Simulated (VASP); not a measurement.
Wanted: the native input for a VASP 6.6.1 run.

```
Task                   : single point
Functional             : PBE
Potentials or basis    : VASP PAW PBE potentials, release 64 (Al)
Cutoff                 : 500 eV
k mesh                 : 4 × 4 × 4
Occupations            : gaussian, width 0.1 eV
Spin                   : no spin polarisation
Dipole correction      : no
Further INCAR settings : ALGO = Normal; EDIFF = 1e-06; NBANDS = 12
```

The structure of Al lies in POSCAR:

```
Al
1.0
    4.0259980905      0.0000000000      0.0000000000
    0.0000000000      4.0259980905      0.0000000000
    0.0000000000      0.0000000000      4.0259980905
Al
3
Direct
    0.5000000000      0.5000000000      0.0000000000
    0.5000000000      0.0000000000      0.5000000000
    0.0000000000      0.5000000000      0.5000000000
```

One way to write it, as run:

INCAR

```
PREC = Accurate
ENCUT = 500
EDIFF = 1E-6
ISMEAR = 0
SIGMA = 0.1
LREAL = False
LASPH = True
NELM = 120
ALGO = Normal
ISIF = 2
LWAVE = False
LCHARG = False
GGA = PE
NBANDS = 12
GGA_COMPAT = False
```

KPOINTS

```
Automatic mesh
0
Gamma
  4 4 4
```

Potentials or basis: VASP PAW PBE potentials, release 64 (Al).

Launch:

```bash
$ cat potpaw_PBE.64/Al/POTCAR > POTCAR
$ mpirun -np 1 vasp_std > vasp.out
```

It gave:

The pressure is -4.8 GPa.

Caveat: the k points lie up to 0.39 Å⁻¹ apart.

Wall time 5.3 s on 1 thread of Intel(R) Xeon(R) Platinum 8488C (Sapphire Rapids), with other jobs on the host, peak memory 0.14 GiB.
